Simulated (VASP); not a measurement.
# GePt (Pnma) in VASP: notebook, part 2 of 2

VASP 6.6.1.

## 3. Single point, PBE

This run uses another cell than the first one, of 16.86 Å³/atom.

INCAR

```
SYSTEM = GePt
ALGO     = Normal         ! electronic algorithm
EDIFF    = 1E-7           ! SCF threshold, eV
ENCUT    = 520            ! plane-wave cutoff, eV
GGA      = PE             ! functional
ISIF     = 2              ! what is computed and relaxed
ISMEAR   = 0              ! smearing method
LASPH    = .TRUE.         ! aspherical terms in the spheres
LCHARG   = .FALSE.        ! write CHGCAR
LREAL    = .FALSE.        ! projectors in reciprocal space
LWAVE    = .FALSE.        ! write WAVECAR
NBANDS   = 58             ! bands
NELM     = 80             ! most SCF steps
PREC     = Accurate       ! precision mode
SIGMA    = 0.1            ! smearing width, eV
```

KPOINTS

```
k-points
0
G
  4 6 4
  0 0 0
```

POSCAR

```
GePt
1.0
    5.8310810330      0.0000000000      0.0000000000
    0.0000000000      3.7443642497      0.0000000000
    0.0000000000      0.0000000000      6.1775340606
Pt Ge
4 4
Direct
    1.0020679299      0.7500000000      0.1920594364
   -0.0020679299      0.2500000000      0.8079405636
    0.4979320701      0.2500000000      0.6920594364
    0.5020679299      0.7500000000      0.3079405636
    0.8143508439      0.7500000000      0.5874067079
    0.1856491561      0.2500000000      0.4125932921
    0.6856491561      0.2500000000      0.0874067079
    0.3143508439      0.7500000000      0.9125932921
```

Potentials or basis: VASP PAW PBE potentials, release 64 (Pt, Ge_d).

Command:

```sh
cat potpaw_PBE.64/Pt/POTCAR potpaw_PBE.64/Ge_d/POTCAR > POTCAR
mpirun -np 1 vasp_std > vasp.out
```

OUTCAR:

```text
SYSTEM = GePt
   EDIFF = 1E-7
   ENCUT = 520
   GGA = PE
   ISIF = 2
   ISMEAR = 0
   LASPH = .TRUE.
   LREAL = .FALSE.
   NELM = 80
   PREC = Accurate

 ion  position               nearest neighbor table
   1  0.002  0.750  0.192-   8 2.51   6 2.55   6 2.55   5 2.68   7 2.71   7 2.71   4 3.00   4 3.00
                             2 3.02   2 3.02
   2  0.998  0.250  0.808-   7 2.51   5 2.55   5 2.55   6 2.68   8 2.71   8 2.71   3 3.00   3 3.00
                             1 3.02   1 3.02
   3  0.498  0.250  0.692-   6 2.51   8 2.55   8 2.55   7 2.68   5 2.71   5 2.71   2 3.00   2 3.00
                             4 3.02   4 3.02
   4  0.502  0.750  0.308-   5 2.51   7 2.55   7 2.55   8 2.68   6 2.71   6 2.71   1 3.00   1 3.00
                             3 3.02   3 3.02
   5  0.814  0.750  0.587-   4 2.51   2 2.55   2 2.55   1 2.68   3 2.71   3 2.71
   6  0.186  0.250  0.413-   3 2.51   1 2.55   1 2.55   2 2.68   4 2.71   4 2.71
   7  0.686  0.250  0.087-   2 2.51   4 2.55   4 2.55   3 2.68   1 2.71   1 2.71
   8  0.314  0.750  0.913-   1 2.51   3 2.55   3 2.55   4 2.68   2 2.71   2 2.71

  LATTYP: Found a simple orthorhombic cell.
 ALAT       =     3.7443642497
 B/A-ratio  =     1.5572953495
 C/A-ratio  =     1.6498218786

  Lattice vectors:

 A1 = (   0.0000000000,  -3.7443642497,   0.0000000000)
 A2 = (   5.8310810330,   0.0000000000,   0.0000000000)
 A3 = (   0.0000000000,   0.0000000000,   6.1775340606)

Analysis of symmetry for initial positions (statically):
=====================================================================
 Subroutine PRICEL returns:
 Original cell was already a primitive cell.

 Routine SETGRP: Setting up the symmetry group for a
 simple orthorhombic supercell.

 Subroutine GETGRP returns: Found  8 space group operations
 (whereof  2 operations were pure point group operations)
 out of a pool of  8 trial point group operations.

The static configuration has the point symmetry S_2 .
 The point group associated with its full space group is D_2h.

Analysis of symmetry for dynamics (positions and initial velocities):
[... 149 lines left out ...]
   GGA     = PE    functional components
   LHFCALC =     F    Hartree Fock is set to
   AEXX    =    0.0000 exact exchange contribution
   IVDW    =     0    specifies the selected vdW correction
   LEPSILON=     F    determine dielectric tensor
   LRPA    =     F    only Hartree local field effects (RPA)
 non-spin polarized calculation
 Gauss-broadening in eV      SIGMA  =   0.10
  energy-cutoff  :      520.00
  volume of cell :      134.88
 maximum number of plane-waves:      3676
 NGX is ok and might be reduce to    48
   NGX = 21   NGY = 13   NGZ = 23

 number of electron      95.9999962 magnetization

 Free energy of the ion-electron system (eV)
  ---------------------------------------------------
  ext. energy  EPLUGINS =         0.00000000
  ---------------------------------------------------
  free energy    TOTEN  =       -46.20132579 eV

  energy without entropy =      -46.18603986  energy(sigma->0) =      -46.19368282

 E-fermi :   9.0924     XC(G=0): -12.2200

 val. band max:        9.0841936128   @ k =   0.5000   0.1667   0.2500
 cond. band min:       9.1074550054   @ k =   0.0000   0.5000   0.2500
 fundamental gap:      0.0232613926
 Fermi energy:         9.0924241448

 k-point     1 :       0.0000    0.0000    0.0000
  band No.  band energies     occupation
      1     -16.0143      2.00000
      2     -16.0071      2.00000
      3     -16.0069      2.00000
      4     -16.0041      2.00000
      5     -15.9929      2.00000
      6     -15.9829      2.00000
[... 1453 lines left out ...]
     57      14.1761      0.00000
     58      14.1761      0.00000

 [... further k-points ...]

------------------------ aborting loop because EDIFF is reached ----------------------------------------

  FORCE on cell =-STRESS in cart. coord.  units (eV):
  Direction    XX          YY          ZZ          XY          YZ          ZX
  --------------------------------------------------------------------------------------
  -------------------------------------------------------------------------------------
  Total        0.0211106     -0.0375718     -0.0208146      0.0000000      0.0000000      0.0000000
  in kB        0.2507664     -0.4463032     -0.2472496      0.0000000      0.0000000      0.0000000
  external PRESSURE =      -0.1475955 kB  Pullay stress =       0.0000000 kB

 VOLUME and BASIS-vectors are now :
 -----------------------------------------------------------------------------
  energy-cutoff  :      520.00
  volume of cell :      134.88
      direct lattice vectors                 reciprocal lattice vectors
     5.831081033  0.000000000  0.000000000     0.171494787  0.000000000  0.000000000
     0.000000000  3.744364250  0.000000000     0.000000000  0.267068034  0.000000000
     0.000000000  0.000000000  6.177534061     0.000000000  0.000000000  0.161876890

 POSITION                                       TOTAL-FORCE (eV/Angst)
 -----------------------------------------------------------------------------------
      0.01206      2.80827      1.18645        -0.012106     -0.000000      0.017082
      5.81902      0.93609      4.99108         0.012106     -0.000000     -0.017082
      2.90348      0.93609      4.27522         0.012106     -0.000000      0.017082
      2.92760      2.80827      1.90231        -0.012106      0.000000     -0.017082
      4.74855      2.80827      3.62872         0.009331     -0.000000      0.009549
      1.08254      0.93609      2.54881        -0.009331      0.000000     -0.009549
      3.99808      0.93609      0.53996        -0.009331      0.000000      0.009549
      1.83301      2.80827      5.63758         0.009331     -0.000000     -0.009549
 -----------------------------------------------------------------------------------
    total drift:                               -0.000000     -0.000000      0.000000

  FREE ENERGIE OF THE ION-ELECTRON SYSTEM (eV)
  ---------------------------------------------------
  free  energy   TOTEN  =       -46.2013257873 eV

  energy  without entropy=      -46.1860398571  energy(sigma->0) =      -46.19368282
```

stdout:

```text
POSCAR found type information on POSCAR PtGe
 POSCAR found :  2 types and       8 ions
 scaLAPACK will be used
 LDA part: xc-table for (Slater+PW92), standard interpolation
 POSCAR, INCAR and KPOINTS ok, starting setup
 FFT: planning ... GRIDC
 FFT: planning ... GRID_SOFT
 FFT: planning ... GRID
 WAVECAR not read
 entering main loop
```

It took 7.6 min on 1 thread of Intel Xeon 8259CL, shared host; peak memory 0.38 GiB.

What came out:

```yaml
Free_energy: -46.2013 eV
Pressure: 0.0 GPa
Largest_force: 0.021 eV/Å
Band_gap_on_the_k_mesh: zero (bands 48 and 49 overlap by 1.16 eV)
```

Forces in eV/Å, atoms in the order of the input:
```
Pt  -0.012  0.000  0.017
Pt   0.012  0.000 -0.017
Pt   0.012  0.000  0.017
Pt  -0.012  0.000 -0.017
Ge   0.009  0.000  0.010
Ge  -0.009  0.000 -0.010
Ge  -0.009  0.000  0.010
Ge   0.009  0.000 -0.010
```

Caveat: spin-orbit coupling is left out, which moves the levels of the heavy elements.

The gap in the log of VASP goes by the Fermi energy; the results here count the filled bands.